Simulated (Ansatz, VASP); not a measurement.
**Two plane-wave programs on SiC**

The input INCAR:

```
SYSTEM = SiC
PREC = Accurate
ENCUT = 520
EDIFF = 1E-7
ISMEAR = 0
SIGMA = 0.05
LREAL = .FALSE.
LASPH = .TRUE.
NELM = 80
ALGO = Normal
ISIF = 2
LWAVE = .FALSE.
LCHARG = .FALSE.
GGA = PE
NBANDS = 11
```

Contents of KPOINTS:

```
Automatic mesh
0
G
  12 12 12
  0 0 0
```

File POSCAR:

```
SiC
1.0
    0.0000000000      2.1740000000      2.1740000000
    2.1740000000      0.0000000000      2.1740000000
    2.1740000000      2.1740000000      0.0000000000
Si C
1 1
Direct
   -0.1016425341      0.0000000000      0.0000000000
    0.7500000000      0.7500000000      0.7500000000
```

Input for Ansatz:

```yaml
crystal:
  lattice:
    - [0.0, 2.174, 2.174]
    - [2.174, 0.0, 2.174]
    - [2.174, 2.174, 0.0]
  atoms:
    - { symbol: Si, position: [-0.1016425341, 0.0, 0.0] }
    - { symbol: C, position: [0.75, 0.75, 0.75] }
basis:
  ecutwfc: 420
kpoints:
  mp_grid: { grid: [12, 12, 12] }
hamiltonian:
  xc: pbe
scf:
  occupations: { method: gaussian, width: 0.05 }
output:
  forces: true
  stress: true
  eigenvalues: true
```

Change from the starting cell: all Si atoms moved +0.312 Å, as atom 1 towards its neighbour atom 1 (Si) at 3.075 Å.

Alike in both runs: task single point; functional PBE; k mesh 12 × 12 × 12; occupations gaussian, width 0.05 eV; no spin polarisation.

|  | VASP | Ansatz |
| --- | --- | --- |
| version | VASP 6.6.1 | Ansatz 0.2.0 |
| potentials or method | VASP PAW PBE potentials, release 64 (Si, C), cutoff 520 eV | scalar-relativistic, plane waves, PAW |
| valence electrons in the cell | 8 | 8 |

|  | VASP | Ansatz | Ansatz less VASP |
| --- | --- | --- | --- |
| gap on the k mesh at the Fermi level (eV) | none | none | - |
| pressure (GPa) | 17.3 | 17.4 | +0.11 |
| traceless stress, the component that is largest in VASP (GPa) | 18.67 | 18.69 | +0.020 |
| rms of the force components (eV/Å) | 4.313 | 4.315 | +0.0019 |

Atom by atom the forces differ by 0.003 eV/Å (rms over components). A gap of «none» marks a metal or a gap that the smearing closes. The functional is the same, so the differences come from potentials, cutoffs and numerics.
